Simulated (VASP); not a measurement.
# Zr3Cd2 (P4/mmm) in VASP: further runs, part 2 of 3

VASP 6.6.1. The steps go on from the part before.

### 4 Single point, PBEsol (biaxial strain in the a-b plane: -4.5 %)

File INCAR:

```
PREC = Accurate
ENCUT = 520
EDIFF = 1E-7
ISMEAR = 0
SIGMA = 0.1
LREAL = False
LASPH = True
NELM = 80
ALGO = Fast
ISIF = 2
LWAVE = False
LCHARG = True
GGA = PS
LELF = True
LVHAR = True
NBANDS = 38
```

File KPOINTS:

```
Automatic mesh
0
Gamma
  8 8 8
```

File POSCAR:

```
Zr3Cd2
1.0
    5.2541594441      0.0000000000      0.0000000000
    0.0000000000      5.2541594441      0.0000000000
    0.0000000000      0.0000000000      5.2281906337
Zr Cd
3 2
Direct
    0.0000000000      0.5000000000      0.0000000000
    0.5000000000      0.0000000000      0.0000000000
    0.0000000000      0.0000000000      0.0000000000
    0.5000000000      0.5000000000      0.5000000000
    0.5000000000      0.5000000000      0.0000000000
```

Potentials or basis: VASP PAW PBE potentials, release 64 (Zr_sv, Cd).

Started as:

```console
> cat potpaw_PBE.64/Zr_sv/POTCAR potpaw_PBE.64/Cd/POTCAR > POTCAR
> mpirun -np 1 vasp_std > vasp.out
```

OUTCAR:

```text
PREC = Accurate
   ENCUT = 520
   EDIFF = 1E-7
   ISMEAR = 0
   LREAL = False
   LASPH = True
   NELM = 80
   ISIF = 2
   GGA = PS

 ion  position               nearest neighbor table
   1  0.000  0.500  0.000-   3 2.63   5 2.63   3 2.63   5 2.63   4 3.71   4 3.71   4 3.71   4 3.71
                             2 3.72   2 3.72   2 3.72   2 3.72
   2  0.500  0.000  0.000-   3 2.63   5 2.63   5 2.63   3 2.63   4 3.71   4 3.71   4 3.71   4 3.71
                             1 3.72   1 3.72   1 3.72   1 3.72
   3  0.000  0.000  0.000-   1 2.63   2 2.63   1 2.63   2 2.63   5 3.72   5 3.72   5 3.72   5 3.72

   4  0.500  0.500  0.500-   5 2.61   5 2.61   1 3.71   1 3.71   2 3.71   2 3.71   2 3.71   2 3.71
                             1 3.71   1 3.71
   5  0.500  0.500  0.000-   4 2.61   4 2.61   1 2.63   2 2.63   2 2.63   1 2.63   3 3.72   3 3.72
                             3 3.72   3 3.72

  LATTYP: Found a simple tetragonal cell.
 ALAT       =     5.2541594441
 C/A-ratio  =     0.9950574758

  Lattice vectors:

 A1 = (   5.2541594441,   0.0000000000,   0.0000000000)
 A2 = (   0.0000000000,   5.2541594441,   0.0000000000)
 A3 = (   0.0000000000,   0.0000000000,   5.2281906337)

Analysis of symmetry for initial positions (statically):
=====================================================================
 Subroutine PRICEL returns:
 Original cell was already a primitive cell.

 Routine SETGRP: Setting up the symmetry group for a
 simple tetragonal supercell.

 Subroutine GETGRP returns: Found 16 space group operations
 (whereof 16 operations were pure point group operations)
 out of a pool of 16 trial point group operations.

The static configuration has the point symmetry D_4h.

Analysis of symmetry for dynamics (positions and initial velocities):
=====================================================================
 Subroutine PRICEL returns:
 Original cell was already a primitive cell.

 Routine SETGRP: Setting up the symmetry group for a
 simple tetragonal supercell.

 Subroutine GETGRP returns: Found 16 space group operations
 (whereof 16 operations were pure point group operations)
 out of a pool of 16 trial point group operations.

The dynamic configuration has the point symmetry D_4h.

 Subroutine INISYM returns: Found 16 space group operations
 (whereof 16 operations are pure point group operations),
 and found     1 'primitive' translations

----------------------------------------------------------------------------------------

                                     Primitive cell

  volume of cell :     144.3304

  direct lattice vectors                    reciprocal lattice vectors
     5.254159444  0.000000000  0.000000000     0.190325400  0.000000000  0.000000000
     0.000000000  5.254159444  0.000000000     0.000000000  0.190325400  0.000000000
     0.000000000  0.000000000  5.228190634     0.000000000  0.000000000  0.191270761

  length of vectors
     5.254159444  5.254159444  5.228190634     0.190325400  0.190325400  0.191270761

  position of ions in fractional coordinates (direct lattice)
     0.000000000  0.500000000  0.000000000
     0.500000000  0.000000000  0.000000000
     0.000000000  0.000000000  0.000000000
     0.500000000  0.500000000  0.500000000
[... 38 lines left out ...]
  0.000000  0.000000  0.000000      1.000000
  0.125000  0.000000  0.000000      4.000000
  0.250000  0.000000  0.000000      4.000000
  0.375000  0.000000  0.000000      4.000000
  0.500000  0.000000  0.000000      2.000000
  0.125000  0.125000  0.000000      4.000000
[... 16 lines left out ...]
  0.375000  0.125000  0.125000     16.000000
  0.500000  0.125000  0.125000      8.000000
 [... further k-points ...]
   k-points           NKPTS =     75   k-points in BZ     NKDIM =     75   number of bands    NBANDS=     38
   number of dos      NEDOS =    301   number of ions     NIONS =      5
   total plane-waves  NPLWV =  64000
   dimension x,y,z NGX =    40 NGY =   40 NGZ =   40
   dimension x,y,z NGXF=    80 NGYF=   80 NGZF=   80
   ions per type =               3   2
   NGX,Y,Z   is equivalent  to a cutoff of  12.66, 12.66, 12.72 a.u.
   NGXF,Y,Z  is equivalent  to a cutoff of  25.31, 25.31, 25.44 a.u.
 SYSTEM =  unknown system
   PREC   = accura    normal or accurate (medium, high low for compatibility)
   ISTART =      0    job   : 0-new  1-cont  2-samecut
   ICHARG =      2    charge: 1-file 2-atom 10-const
   ISPIN  =      1    spin polarized calculation?
   LNONCOLLINEAR =      F non collinear calculations
   LSORBIT =      F    spin-orbit coupling
   LASPH  =      T    aspherical Exc in radial PAW
   ENCUT  =  520.0 eV  38.22 Ry    6.18 a.u.   9.77  9.77  9.72*2*pi/ulx,y,z
   NELM   =     80;   NELMIN=  2; NELMDL= -5     # of ELM steps
   EDIFF  = 0.1E-06   stopping-criterion for ELM
   LREAL  =      F    real-space projection
   EDIFFG = 0.1E-05   stopping-criterion for IOM
   NSW    =      0    number of steps for IOM
   IBRION =     -1    ionic relax: 0-MD 1-quasi-New 2-CG
   NFREE  =      0    steps in history (QN), initial steepest desc. (CG)
   ISIF   =      2    stress and relaxation
   ISYM   =      2    0-nonsym 1-usesym 2-fastsym
   POTIM  = 0.5000    time-step for ionic-motion
   TEBEG  =    0.0;   TEEND  =   0.0 temperature during run
   PSTRESS=    0.0 pullay stress
   NELECT =      60.0000    total number of electrons
   NUPDOWN=      -1.0000    fix difference up-down
   EMIN   =  10.00;   EMAX   =-10.00  energy-range for DOS
   EFERMI =   0.00;   METHOD = LEGACY
   ISMEAR =     0;   SIGMA  =   0.10  broadening in eV -4-tet -1-fermi 0-gaus
   EFERMI_NEDOS =   21; number of points for ismear=-14 and -15
   IALGO  =     68    algorithm
   IMIX   =      4    mixing-type and parameters
     AMIX     =   0.40;   BMIX     =  1.00
     AMIX_MAG =   1.60;   BMIX_MAG =  1.00
  volume/ion in A,a.u.               =      28.87       194.80
  Fermi-wavevector in a.u.,A,eV,Ry     =   1.221816  2.308898 20.311257  1.492835
  Thomas-Fermi vector in A             =   2.356985
   LORBIT       =      0    0 simple, 1 ext, 2 COOP (PROOUT), +10 PAW based schemes
   GGA     = PS    functional components
   LHFCALC =     F    Hartree Fock is set to
   AEXX    =    0.0000 exact exchange contribution
   IVDW    =     0    specifies the selected vdW correction
   LEPSILON=     F    determine dielectric tensor
   LRPA    =     F    only Hartree local field effects (RPA)
 non-spin polarized calculation
 RMM-DIIS sequential band-by-band and
 Gauss-broadening in eV      SIGMA  =   0.10
  energy-cutoff  :      520.00
  volume of cell :      144.33
 maximum number of plane-waves:      3908
 NGX is ok and might be reduce to    40
   NGX = 19   NGY = 19   NGZ = 19

 number of electron      60.0000029 magnetization

 Free energy of the ion-electron system (eV)
  ---------------------------------------------------
  ext. energy  EPLUGINS =         0.00000000
  ---------------------------------------------------
  free energy    TOTEN  =       -23.22014522 eV

  energy without entropy =      -23.19305779  energy(sigma->0) =      -23.20660151

 E-fermi :   4.2434     XC(G=0):  -9.6597

 val. band max:        4.2409605833   @ k =   0.3750   0.2500   0.1250
 cond. band min:       4.2434360310   @ k =   0.3750   0.1250   0.3750
 fundamental gap:      0.0024754477
 Fermi energy:         4.2433503294

 k-point     1 :       0.0000    0.0000    0.0000
  band No.  band energies     occupation
      1     -44.7949      2.00000
      2     -44.6685      2.00000
      3     -43.9993      2.00000
      4     -23.7974      2.00000
      5     -23.7974      2.00000
      6     -22.9195      2.00000
[... 973 lines left out ...]
     37       6.0493      0.00000
     38       6.4056      0.00000

 [... further k-points ...]

------------------------ aborting loop because EDIFF is reached ----------------------------------------

  FORCE on cell =-STRESS in cart. coord.  units (eV):
  Direction    XX          YY          ZZ          XY          YZ          ZX
  --------------------------------------------------------------------------------------
  -------------------------------------------------------------------------------------
  Total        8.3414635      8.3414635     -1.5501432      0.0000000     -0.0000000      0.0000000
  in kB       92.5965753     92.5965753    -17.2077657      0.0000000     -0.0000000      0.0000000
  external PRESSURE =      55.9951283 kB  Pullay stress =       0.0000000 kB

 VOLUME and BASIS-vectors are now :
 -----------------------------------------------------------------------------
  energy-cutoff  :      520.00
  volume of cell :      144.33
      direct lattice vectors                 reciprocal lattice vectors
     5.254159444  0.000000000  0.000000000     0.190325400  0.000000000  0.000000000
     0.000000000  5.254159444  0.000000000     0.000000000  0.190325400  0.000000000
     0.000000000  0.000000000  5.228190634     0.000000000  0.000000000  0.191270761

 POSITION                                       TOTAL-FORCE (eV/Angst)
 -----------------------------------------------------------------------------------
      0.00000      2.62708      0.00000         0.000000      0.000000      0.000000
      2.62708      0.00000      0.00000         0.000000      0.000000      0.000000
      0.00000      0.00000      0.00000         0.000000      0.000000      0.000000
      2.62708      2.62708      2.61410         0.000000      0.000000      0.000000
      2.62708      2.62708      0.00000         0.000000      0.000000      0.000000
 -----------------------------------------------------------------------------------
    total drift:                                0.000000      0.000000     -0.000000

  FREE ENERGIE OF THE ION-ELECTRON SYSTEM (eV)
  ---------------------------------------------------
  free  energy   TOTEN  =       -23.2201452239 eV

  energy  without entropy=      -23.1930577887  energy(sigma->0) =      -23.20660151
```

stdout:

```text
[... 32 lines left out ...]
 num prob  num prob  num prob  num prob  num prob  num prob  num prob  num prob  num prob WARNING in EDDRMM: call to ZHEGV failed, returncode =   8  4     36
 num prob  num prob  num prob  num prob  num prob  num prob  num prob  num prob  num prob  num prob  num prob  num prob  num prob  num prob  num prob  num prob  num prob  num prob  num prob  num prob  num prob  num prob  num prob  num prob  num prob  num prob  num prob  num prob  num prob  num prob  num prob  num prob  num prob  num prob  num prob  num prob  num prob  num prob  num prob  num prob  num prob  num prob  num prob  num prob RMM:  19    -0.2322
```

Run time: 7.2 min. Hardware: 1 thread of Intel Xeon 6975P-C (Granite Rapids), shared host; peak memory 0.48 GiB.

What came out:

```
Free energy            : -23.2201 eV
Pressure               : 5.6 GPa
Band gap on the k mesh : zero (bands 30 and 31 overlap by 1.50 eV)
```

Caveat: the cell differs from its parent crystal (biaxial strain in the a-b plane: -4.5 %); the cell stands under pressure; the PAW data sets were made with another functional, which shifts forces and pressure a little.

(Part 2 of 3 ends here.)
